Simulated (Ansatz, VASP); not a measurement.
Two plane-wave programs on Cu

File POSCAR:

```
Cu
1.0
   -1.4860771196      1.4860771196      1.4173638935
    1.4860771196     -1.4860771196      1.4173638935
    1.4860771196      1.4860771196     -1.4173638935
Cu
1
Direct
    0.0000000000      0.0000000000      0.0000000000
```

INCAR.step1

```
SYSTEM = Cu
PREC     = Accurate       ! precision mode
ENCUT    = 520            ! plane-wave cutoff, eV
ISMEAR   = 0              ! smearing method
SIGMA    = 0.15           ! smearing width, eV
LREAL    = .False.        ! projectors in reciprocal space
LASPH    = .True.         ! aspherical terms in the spheres
NELM     = 60             ! most SCF steps
NBANDS   = 12             ! bands
GGA      = PE             ! functional
ALGO     = Normal         ! electronic algorithm
EDIFF    = 1E-4           ! SCF threshold, eV
LWAVE    = .True.         ! write WAVECAR
LCHARG   = .False.        ! write CHGCAR
```

The input INCAR.step2:

```
SYSTEM = Cu
PREC     = Accurate       ! precision mode
ENCUT    = 520            ! plane-wave cutoff, eV
EDIFF    = 1E-6           ! SCF threshold, eV
ISMEAR   = 0              ! smearing method
SIGMA    = 0.15           ! smearing width, eV
LREAL    = .False.        ! projectors in reciprocal space
LASPH    = .True.         ! aspherical terms in the spheres
NELM     = 60             ! most SCF steps
ALGO     = Normal         ! electronic algorithm
ISIF     = 2              ! what is computed and relaxed
LWAVE    = .False.        ! write WAVECAR
LCHARG   = .False.        ! write CHGCAR
METAGGA  = R2SCAN         ! meta-GGA
LMIXTAU  = .True.       
NBANDS   = 12             ! bands
ISTART   = 1
```

Contents of KPOINTS:

```
regular mesh
0
Gamma
  24 24 24
  0 0 0
```

Input for Ansatz:

```yaml
crystal:
  lattice:
    - [-1.4860771196, 1.4860771196, 1.4173638935]
    - [1.4860771196, -1.4860771196, 1.4173638935]
    - [1.4860771196, 1.4860771196, -1.4173638935]
  atoms:
    - { symbol: Cu, position: [0.0, 0.0, 0.0] }
basis:
  ecutwfc: 500
kpoints:
  mp_grid: { grid: [24, 24, 24] }
hamiltonian:
  xc: r2scan
scf:
  occupations: { method: gaussian, width: 0.15 }
output:
  forces: true
  stress: true
  eigenvalues: true
  write_density: true
  write_potential: true
  elf: true
  volumetric_format: npy
```

Change from the starting cell: strain +0.030 along x and y, +0.030 along z, atoms carried along.

Alike in both runs: task single point; functional r2SCAN; k mesh 24 × 24 × 24; occupations gaussian, width 0.15 eV; no spin polarisation.

|  | VASP | Ansatz |
| --- | --- | --- |
| version | VASP 6.6.1 | Ansatz 0.2.0 |
| potentials or method | VASP PAW PBE potentials, release 64 (Cu), cutoff 520 eV | scalar-relativistic, plane waves, PAW |
| valence electrons in the cell | 11 | 19 |

```tsv
	VASP	Ansatz	Ansatz less VASP
gap on the k mesh at the Fermi level (eV)	none	none	-
pressure (GPa)	-10.6	-11.2	-0.55
traceless stress, the component that is largest in VASP (GPa)	-0.24	-0.19	+0.052
```

VASP's potentials were made for PBE, not for r2SCAN. A gap of «none» marks a metal or a gap that the smearing closes. VASP's potentials hold 11 valence electrons a cell and Ansatz's 19, so a difference there can come from the potentials and not from the codes.
